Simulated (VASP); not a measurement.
# C (P6/mmm) in VASP: a series of runs

Runs on C. Level: r2SCAN. Tasks: single point, relaxation of cell and atoms.

Everything below comes from runs of VASP 6.6.1. Logs are shortened: lines on timing, memory, paths and dates and some standing lists are left out, and cuts for length are marked.

### 1 The cell of the first run

The structure is hexagonal, space group P6/mmm (No. 191). Conventional cell: a = 5.948 Å, b = 5.948 Å, c = 1.276 Å, α = 90.00°, β = 90.00°, γ = 120.00°. C (site symmetry 6/mmm) has 2 C at 1.28 Å within 1.7 Å. C (site symmetry -6m2) has 2 C at 1.28 Å within 1.7 Å.

### 2 Single point, r2SCAN

POSCAR

```
C
1.0
    5.9476124955      0.0000000001      0.0000000000
   -2.9738062478      5.1507835129      0.0000000000
    0.0000000000      0.0000000000      1.2762415416
C
3
Direct
    0.0000000000      1.0000000000      0.0000000000
    0.3333333333      0.6666666667      0.5000000000
    0.6666666667      0.3333333333      0.5000000000
```

INCAR.step1

```
SYSTEM = C
  PREC = Accurate
  ENCUT = 520
  ISMEAR = -1
  SIGMA = 0.1
  LREAL = .FALSE.
  LASPH = .TRUE.
  NELM = 100
  NBANDS = 13
  GGA = PE
  ALGO = Normal
  EDIFF = 1E-4
  LWAVE = .TRUE.
  LCHARG = .FALSE.
```

INCAR.step2

```
SYSTEM = C
  PREC = Accurate
  ENCUT = 520
  EDIFF = 1E-6
  ISMEAR = -1
  SIGMA = 0.1
  LREAL = .FALSE.
  LASPH = .TRUE.
  NELM = 100
  ALGO = Normal
  ISIF = 2
  LWAVE = .FALSE.
  LCHARG = .FALSE.
  METAGGA = R2SCAN
  LMIXTAU = .TRUE.
  NBANDS = 13
  ISTART = 1
```

KPOINTS

```
Automatic mesh
0
G
  11 11 15
  0 0 0
```

Potentials or basis: VASP PAW PBE potentials, release 64 (C).

The run is started by

```console
$ cat potpaw_PBE.64/C/POTCAR > POTCAR
$ cp INCAR.step1 INCAR
$ mpirun -np 1 vasp_std > vasp.out
$ cp INCAR.step2 INCAR
$ mpirun -np 1 vasp_std > vasp.out
```

OUTCAR:

```text
SYSTEM = C
   PREC = Accurate
   ENCUT = 520
   EDIFF = 1E-6
   ISMEAR = -1
   LREAL = .FALSE.
   LASPH = .TRUE.
   NELM = 100
   ISIF = 2
   METAGGA = R2SCAN
   ISTART = 1

 ion  position               nearest neighbor table
   1  0.000  0.000  0.000-
   2  0.333  0.667  0.500-
   3  0.667  0.333  0.500-

  LATTYP: Found a hexagonal cell.
 ALAT       =     5.9476124955
 C/A-ratio  =     0.2145804796

  Lattice vectors:

 A1 = (   5.9476124955,   0.0000000001,   0.0000000000)
 A2 = (  -2.9738062478,   5.1507835129,   0.0000000000)
 A3 = (   0.0000000000,   0.0000000000,   1.2762415416)

Analysis of symmetry for initial positions (statically):
=====================================================================
 Subroutine PRICEL returns:
 Original cell was already a primitive cell.

 Routine SETGRP: Setting up the symmetry group for a
 hexagonal supercell.

 Subroutine GETGRP returns: Found 24 space group operations
 (whereof 24 operations were pure point group operations)
 out of a pool of 24 trial point group operations.

The static configuration has the point symmetry D_6h.

Analysis of symmetry for dynamics (positions and initial velocities):
=====================================================================
 Subroutine PRICEL returns:
 Original cell was already a primitive cell.

 Routine SETGRP: Setting up the symmetry group for a
 hexagonal supercell.

 Subroutine GETGRP returns: Found 24 space group operations
 (whereof 24 operations were pure point group operations)
 out of a pool of 24 trial point group operations.

The dynamic configuration has the point symmetry D_6h.

 Subroutine INISYM returns: Found 24 space group operations
 (whereof 24 operations are pure point group operations),
 and found     1 'primitive' translations

----------------------------------------------------------------------------------------

                                     Primitive cell

  volume of cell :      39.0975

  direct lattice vectors                    reciprocal lattice vectors
     5.947612495  0.000000000  0.000000000     0.168134693  0.097072610  0.000000000
    -2.973806248  5.150783513  0.000000000    -0.000000000  0.194145220  0.000000000
     0.000000000  0.000000000  1.276241542     0.000000000  0.000000000  0.783550737

  length of vectors
     5.947612495  5.947612495  1.276241542     0.194145220  0.194145220  0.783550737

  position of ions in fractional coordinates (direct lattice)
     0.000000000  0.000000000  0.000000000
     0.333333333  0.666666667  0.500000000
     0.666666667  0.333333333  0.500000000

  ion indices of the primitive-cell ions
   primitive index   ion index
                 1           1
                 2           2
                 3           3

----------------------------------------------------------------------------------------

 KPOINTS: Automatic mesh

Automatic generation of k-mesh.
 Grid dimensions read from file:
 generate k-points for:   11   11   15

 Generating k-lattice:

  Cartesian coordinates                     Fractional coordinates (reciprocal lattice)
     0.015284972  0.008824783  0.000000000     0.090909091  0.000000000  0.000000000
    -0.000000000  0.017649565  0.000000000     0.000000000  0.090909091  0.000000000
     0.000000000  0.000000000  0.052236716     0.000000000  0.000000000  0.066666667

  Length of vectors
     0.017649565  0.017649565  0.052236716

  Shift w.r.t. Gamma in fractional coordinates (k-lattice)
     0.000000000  0.000000000  0.000000000

 Subroutine IBZKPT returns following result:
 ===========================================

 Found    128 irreducible k-points:

 Following reciprocal coordinates:
            Coordinates               Weight
  0.000000  0.000000  0.000000      1.000000
  0.090909  0.000000  0.000000      6.000000
  0.181818 -0.000000  0.000000      6.000000
  0.272727 -0.000000  0.000000      6.000000
  0.363636 -0.000000  0.000000      6.000000
  0.454545 -0.000000  0.000000      6.000000
[... 16 lines left out ...]
  0.090909  0.090909  0.066667     12.000000
  0.181818  0.090909  0.066667     24.000000
 [... further k-points ...]
   k-points           NKPTS =    128   k-points in BZ     NKDIM =    128   number of bands    NBANDS=     13
   number of dos      NEDOS =    301   number of ions     NIONS =      3
   total plane-waves  NPLWV =  23040
   dimension x,y,z NGX =    48 NGY =   48 NGZ =   10
   dimension x,y,z NGXF=    96 NGYF=   96 NGZF=   20
   ions per type =               3
   NGX,Y,Z   is equivalent  to a cutoff of  13.42, 13.42, 13.03 a.u.
   NGXF,Y,Z  is equivalent  to a cutoff of  26.83, 26.83, 26.05 a.u.
 SYSTEM =  C
   PREC   = accura    normal or accurate (medium, high low for compatibility)
   ISTART =      1    job   : 0-new  1-cont  2-samecut
   ICHARG =      0    charge: 1-file 2-atom 10-const
   ISPIN  =      1    spin polarized calculation?
   LNONCOLLINEAR =      F non collinear calculations
   LSORBIT =      F    spin-orbit coupling
   LASPH  =      T    aspherical Exc in radial PAW
   ENCUT  =  520.0 eV  38.22 Ry    6.18 a.u.  11.06 11.06  2.37*2*pi/ulx,y,z
   NELM   =    100;   NELMIN=  2; NELMDL=  0     # of ELM steps
   EDIFF  = 0.1E-05   stopping-criterion for ELM
   LREAL  =      F    real-space projection
   EDIFFG = 0.1E-04   stopping-criterion for IOM
   NSW    =      0    number of steps for IOM
   IBRION =     -1    ionic relax: 0-MD 1-quasi-New 2-CG
   NFREE  =      0    steps in history (QN), initial steepest desc. (CG)
   ISIF   =      2    stress and relaxation
   ISYM   =      2    0-nonsym 1-usesym 2-fastsym
   POTIM  = 0.5000    time-step for ionic-motion
   TEBEG  =    0.0;   TEEND  =   0.0 temperature during run
   PSTRESS=    0.0 pullay stress
   NELECT =      12.0000    total number of electrons
   NUPDOWN=      -1.0000    fix difference up-down
   EMIN   =  10.00;   EMAX   =-10.00  energy-range for DOS
   EFERMI =   0.00;   METHOD = LEGACY
   ISMEAR =    -1;   SIGMA  =   0.10  broadening in eV -4-tet -1-fermi 0-gaus
   EFERMI_NEDOS =   21; number of points for ismear=-14 and -15
   IALGO  =     38    algorithm
   IMIX   =      4    mixing-type and parameters
     AMIX     =   0.40;   BMIX     =  1.00
     AMIX_MAG =   1.60;   BMIX_MAG =  1.00
  volume/ion in A,a.u.               =      13.03        87.95
  Fermi-wavevector in a.u.,A,eV,Ry     =   1.104296  2.086817 16.591902  1.219470
  Thomas-Fermi vector in A             =   2.240767
   LORBIT       =      0    0 simple, 1 ext, 2 COOP (PROOUT), +10 PAW based schemes
   METAGGA = R2SCAN    functional components
   LHFCALC =     F    Hartree Fock is set to
   AEXX    =    0.0000 exact exchange contribution
   IVDW    =     0    specifies the selected vdW correction
   LEPSILON=     F    determine dielectric tensor
   LRPA    =     F    only Hartree local field effects (RPA)
 non-spin polarized calculation
  energy-cutoff  :      520.00
  volume of cell :       39.10
 maximum number of plane-waves:      1087
 NGX is ok and might be reduce to    48
   NGX = 23   NGY = 23   NGZ =  5

 number of electron      12.0000000 magnetization

 Free energy of the ion-electron system (eV)
  ---------------------------------------------------
  ext. energy  EPLUGINS =         0.00000000
  ---------------------------------------------------
  free energy    TOTEN  =       -26.69598985 eV

  energy without entropy =      -26.67002467  energy(sigma->0) =      -26.68300726

 E-fermi :   1.0324     XC(G=0):  -9.1973

 val. band max:        1.0186527023   @ k =   0.0909   0.0000   0.2667
 cond. band min:       1.0422923586   @ k =   0.3636  -0.0000   0.2667
 fundamental gap:      0.0236396562
 Fermi energy:         1.0324248658

 k-point     1 :       0.0000    0.0000    0.0000
  band No.  band energies     occupation
      1     -16.9601      2.00000
      2     -16.4285      2.00000
      3     -16.4284      2.00000
      4      -5.3202      2.00000
      5      -5.3202      2.00000
      6      -5.3201      2.00000
      7      -5.3201      2.00000
      8      -3.8650      2.00000
      9      -3.8650      2.00000
     10       6.4219      0.00000
     11      11.1555      0.00000
     12      11.1556      0.00000
     13      11.1556      0.00000

 k-point     2 :       0.0909    0.0000    0.0000
  band No.  band energies     occupation
      1     -16.9486      2.00000
      2     -16.4361      2.00000
      3     -16.4345      2.00000
      4      -5.4993      2.00000
      5      -5.4748      2.00000
      6      -5.1234      2.00000
      7      -5.1042      2.00000
      8      -3.9301      2.00000
      9      -3.8775      2.00000
     10       6.5282      0.00000
     11      10.7068      0.00000
     12      10.9003      0.00000
     13      11.2464      0.00000

 k-point     3 :       0.1818   -0.0000    0.0000
  band No.  band energies     occupation
      1     -16.9146      2.00000
      2     -16.4610      2.00000
      3     -16.4489      2.00000
      4      -5.6527      2.00000
      5      -5.5483      2.00000
      6      -4.9182      2.00000
      7      -4.8563      2.00000
      8      -4.1117      2.00000
      9      -3.9156      2.00000
     10       6.8321      0.00000
     11      10.0750      0.00000
     12      10.7309      0.00000
     13      10.9737      0.00000
[... 305 lines left out ...]
 k-point    23 :       0.0909    0.0909    0.0667
  band No.  band energies     occupation
      1     -16.6683      2.00000
      2     -16.2046      2.00000
      3     -16.2045      2.00000
      4      -5.1659      2.00000
      5      -5.1658      2.00000
      6      -4.5370      2.00000
      7      -4.5370      2.00000
      8      -3.6488      2.00000
      9      -3.4948      2.00000
     10       7.0262      0.00000
     11      10.8250      0.00000
     12      10.8250      0.00000
     13      11.8731      0.00000

 k-point    24 :       0.1818    0.0909    0.0667
  band No.  band energies     occupation
      1     -16.6257      2.00000
      2     -16.2359      2.00000
      3     -16.2217      2.00000
      4      -5.2835      2.00000
      5      -5.1837      2.00000
      6      -4.3514      2.00000
      7      -4.3041      2.00000
      8      -3.8742      2.00000
      9      -3.5417      2.00000
     10       7.4099      0.00000
     11      10.1634      0.00000
     12      10.5460      0.00000
     13      11.6480      0.00000

 [... further k-points ...]

------------------------ aborting loop because EDIFF is reached ----------------------------------------

  FORCE on cell =-STRESS in cart. coord.  units (eV):
  Direction    XX          YY          ZZ          XY          YZ          ZX
  --------------------------------------------------------------------------------------
  -------------------------------------------------------------------------------------
  Total       -0.0145213     -0.0145213      0.0132920     -0.0000000      0.0000000     -0.0000000
  in kB       -0.5950674     -0.5950674      0.5446940     -0.0000000      0.0000000     -0.0000000
  external PRESSURE =      -0.2151469 kB  Pullay stress =       0.0000000 kB

 VOLUME and BASIS-vectors are now :
 -----------------------------------------------------------------------------
  energy-cutoff  :      520.00
  volume of cell :       39.10
      direct lattice vectors                 reciprocal lattice vectors
     5.947612495  0.000000000  0.000000000     0.168134693  0.097072610  0.000000000
    -2.973806248  5.150783513  0.000000000    -0.000000000  0.194145220  0.000000000
     0.000000000  0.000000000  1.276241542     0.000000000  0.000000000  0.783550737

 POSITION                                       TOTAL-FORCE (eV/Angst)
 -----------------------------------------------------------------------------------
      0.00000      0.00000      0.00000         0.000000      0.000000      0.000000
     -0.00000      3.43386      0.63812         0.000000      0.000000      0.000000
      2.97381      1.71693      0.63812        -0.000000     -0.000000      0.000000
 -----------------------------------------------------------------------------------
    total drift:                               -0.000000      0.000000      0.000000

  FREE ENERGIE OF THE ION-ELECTRON SYSTEM (eV)
  ---------------------------------------------------
  free  energy   TOTEN  =       -26.6959898516 eV

  energy  without entropy=      -26.6700246729  energy(sigma->0) =      -26.68300726
```

It took 2.9 min on 1 thread of Intel Xeon Platinum 8259CL at 2.50GHz (Skylake/Cascade Lake), shared host; peak memory 0.19 GiB.

What came out:

* Free energy: -26.6960 eV
* Pressure: 0.0 GPa
* Band gap on the k mesh: zero (bands 6 and 7 overlap by 15.77 eV)

Stress tensor (GPa, compression positive):
```
-0.06  0.00  0.00
 0.00 -0.06  0.00
 0.00  0.00  0.05
```

Levels at points of the mesh, in eV from the Fermi level:
```
           k point  band 3  band 4  band 5  band 6  band 7  band 8  band 9  band 10  band 11  band 12
(0.00, 0.00, 0.00)  -17.46   -6.35   -6.35   -6.35   -6.35   -4.90   -4.90     5.39    10.12    10.12
```

Caveat: the PAW data sets were made with another functional, which shifts forces and pressure a little.

### 3 Single point, r2SCAN

POSCAR is that of step 2.

INCAR.step1

```
SYSTEM = C
PREC = Accurate
ENCUT = 520
ISMEAR = -1
SIGMA = 0.1
LREAL = .FALSE.
LASPH = .TRUE.
NELM = 100
NBANDS = 13
GGA = PE
ALGO = Normal
EDIFF = 1E-4
LWAVE = .TRUE.
LCHARG = .FALSE.
```

INCAR.step2

```
SYSTEM = C
PREC = Accurate
ENCUT = 520
EDIFF = 1E-7
ISMEAR = -1
SIGMA = 0.1
LREAL = .FALSE.
LASPH = .TRUE.
NELM = 100
ALGO = Normal
ISIF = 2
LWAVE = .FALSE.
LCHARG = .FALSE.
METAGGA = R2SCAN
LMIXTAU = .TRUE.
NBANDS = 13
ISTART = 1
```

KPOINTS

```
regular mesh
0
G
  8 8 32
  0 0 0
```

Potentials or basis: VASP PAW PBE potentials, release 64 (C).

The run is started by

```console
$ cat potpaw_PBE.64/C/POTCAR > POTCAR
$ cp INCAR.step1 INCAR
$ mpirun -np 1 vasp_std > vasp.out
$ cp INCAR.step2 INCAR
$ mpirun -np 1 vasp_std > vasp.out
```

It took 4.9 min on 1 thread of Intel Xeon Platinum 8259CL at 2.50GHz (Skylake/Cascade Lake), shared host; peak memory 0.2 GiB.

It converged, with:

| Item | Value |
| --- | --- |
| Free energy | -26.7477 eV |
| Pressure | 0.1 GPa |
| Band gap on the k mesh | zero (bands 6 and 7 overlap by 16.14 eV) |

Stress tensor (GPa, compression positive):
```
 1.18  0.00  0.00
 0.00  1.18  0.00
 0.00  0.00 -2.05
```

Levels at points of the mesh, in eV from the Fermi level:
| k point | band 2 | band 3 | band 4 | band 5 | band 6 | band 7 | band 8 | band 9 | band 10 | band 11 |
| --- | --- | --- | --- | --- | --- | --- | --- | --- | --- | --- |
| (0.00, 0.00, 0.00) | -17.37 | -17.37 | -6.27 | -6.27 | -6.27 | -6.27 | -4.81 | -4.81 | 5.47 | 10.20 |
| (0.50, 0.00, 0.00) | -17.62 | -17.43 | -6.85 | -6.05 | -6.05 | -5.24 | -5.21 | -5.21 | 7.72 | 7.89 |
| (0.00, 0.00, 0.50) | -9.68 | -9.66 | 8.73 | 9.01 | 9.31 | 11.88 | 11.88 | 12.07 | 12.07 | 12.27 |
| (0.50, 0.00, 0.50) | -9.68 | -9.67 | 8.90 | 9.01 | 9.10 | 11.82 | 11.99 | 12.06 | 12.07 | 12.21 |

Caveat: the PAW data sets were made with another functional, which shifts forces and pressure a little.

### 4 Relaxation of cell and atoms, r2SCAN

This run uses another cell than the first one, of 6.62 Å³/atom.

POSCAR

```
C
1.0
    3.3438265309      0.0000000000      0.0000000000
   -1.6719132655      2.8958387216      0.0000000000
    0.0000000000      0.0000000000      2.0497656634
C
3
Direct
    0.0000000000      0.0000000000      0.0000000000
    0.3333333333      0.6666666667      0.5000000000
    0.6666666667      0.3333333333      0.5000000000
```

INCAR.step1

```
PREC = Accurate
ENCUT = 600
ISMEAR = -1
SIGMA = 0.1
LREAL = False
LASPH = True
NELM = 100
GGA = PE
ALGO = Normal
EDIFF = 1E-4
LWAVE = True
LCHARG = False
```

INCAR.step2

```
PREC = Accurate
ENCUT = 600
EDIFF = 1E-6
ISMEAR = -1
SIGMA = 0.1
LREAL = False
LASPH = True
NELM = 100
ALGO = Normal
ISIF = 3
LWAVE = False
LCHARG = False
METAGGA = R2SCAN
LMIXTAU = True
IBRION = 2
NSW = 80
EDIFFG = -0.01
ISTART = 1
```

KPOINTS

```
Automatic mesh
0
Gamma
  11 11 15
```

The run is started by

```console
$ cat potpaw_PBE.64/C/POTCAR > POTCAR
$ cp INCAR.step1 INCAR
$ mpirun -np 1 vasp_std > vasp.out
$ cp INCAR.step2 INCAR
$ mpirun -np 1 vasp_std > vasp.out
```

It took 21 min on 1 thread of AMD EPYC 7R13 (Zen 3), shared host; peak memory 0.13 GiB.

The run converged. Its results:

| Property | Result |
| --- | --- |
| Free energy | -25.6893 eV |
| Relaxed volume | 9.12 Å³/atom |
| Relaxed cell | a = 4.979 Å, b = 4.979 Å, c = 1.274 Å, α = 90.00°, β = 90.00°, γ = 120.00° |
| Space group after relaxing (to 0.1 Å) | P6/mmm (No. 191) |
| Energy gained by relaxing | 3146.5 meV/atom |
| Ionic steps | 22 |
| Pressure after relaxing | 0.0 GPa |
| Band gap on the k mesh | zero (bands 6 and 7 overlap by 17.08 eV) |

Stress tensor (GPa, compression positive):
```
 0.11  0.00  0.00
 0.00  0.11  0.00
 0.00  0.00 -0.17
```

The path:
```csv
step,energy change (eV),largest force (eV/Å),pressure (GPa),volume (Å³)
1,0.0000,0.0000,2.83,19.85
2,-0.1017,0.0000,-0.90,20.17
3,-0.5093,0.0000,-11.74,21.04
4,-1.9350,0.0000,-23.58,22.15
5,-3.2326,0.0000,219.54,21.23
6,-3.0315,0.0000,-35.76,22.31
7,-8.3628,0.0000,14.34,22.20
8,-8.2264,0.0000,89.75,21.83
9,-8.7395,0.0000,52.70,22.01
10,-8.6468,0.0000,64.56,21.95
11,-8.9149,0.0000,43.52,22.63
12,-9.0191,0.0000,-3.06,24.64
13,-9.0822,0.0000,12.21,23.89
14,-9.1758,0.0000,9.80,24.35
15,-9.3653,0.0000,3.66,25.76
16,-9.4064,0.0000,-4.99,28.70
17,-9.4382,0.0000,-2.03,27.53
18,-9.4382,0.0000,-1.81,27.45
19,-9.4392,0.0000,0.85,27.30
20,-9.4394,0.0000,0.10,27.35
21,-9.4394,0.0000,0.06,27.35
22,-9.4394,0.0000,0.02,27.36
```

Final structure:
```yaml
crystal:
  lattice:
    - [4.97851, 0.00000, 0.00000]
    - [-2.48925, 4.31151, 0.00000]
    - [0.00000, 0.00000, 1.27446]
  atoms:
    - { symbol: C, position: [0.00000, 0.00000, 0.00000] }
    - { symbol: C, position: [0.33333, 0.66667, 0.50000] }
    - { symbol: C, position: [0.66667, 0.33333, 0.50000] }
```

Levels at points of the mesh, in eV from the Fermi level:
| k point | band 3 | band 4 | band 5 | band 6 | band 7 | band 8 | band 9 | band 10 |
| --- | --- | --- | --- | --- | --- | --- | --- | --- |
| (0.00, 0.00, 0.00) | -16.86 | -6.82 | -6.82 | -6.82 | -6.82 | -3.14 | -3.14 | 8.82 |

Caveat: the volume moved by over 15 % at a fixed basis, so the end points are rough; the PAW data sets were made with another functional, which shifts forces and pressure a little.

### 5 The runs side by side

```tsv
task	cell	k mesh	cutoff (eV)	gap on the mesh (eV)	pressure (GPa)
single point	a = 5.948, b = 5.948, c = 1.276 Å, angles 90.0, 90.0, 120.0°, 3 atoms	11 × 11 × 15	520	none	0.0
single point	a = 5.948, b = 5.948, c = 1.276 Å, angles 90.0, 90.0, 120.0°, 3 atoms	8 × 8 × 32	520	none	0.1
relaxation of cell and atoms	relaxed from a = 3.344, b = 3.344, c = 2.050 Å, angles 90.0, 90.0, 120.0°, 3 atoms	11 × 11 × 15	600	none	0.0
```

Alike in all rows: level r2SCAN; potentials or basis VASP PAW PBE potentials, release 64 (C); no spin polarisation; smearing fermi-dirac 0.1 eV.

Caveats: the PAW data sets were made with another functional, which shifts forces and pressure a little; the volume moved by over 15 % at a fixed basis, so the end points are rough (at least some runs).

Absolute energies hang on the potentials; compare differences alone.
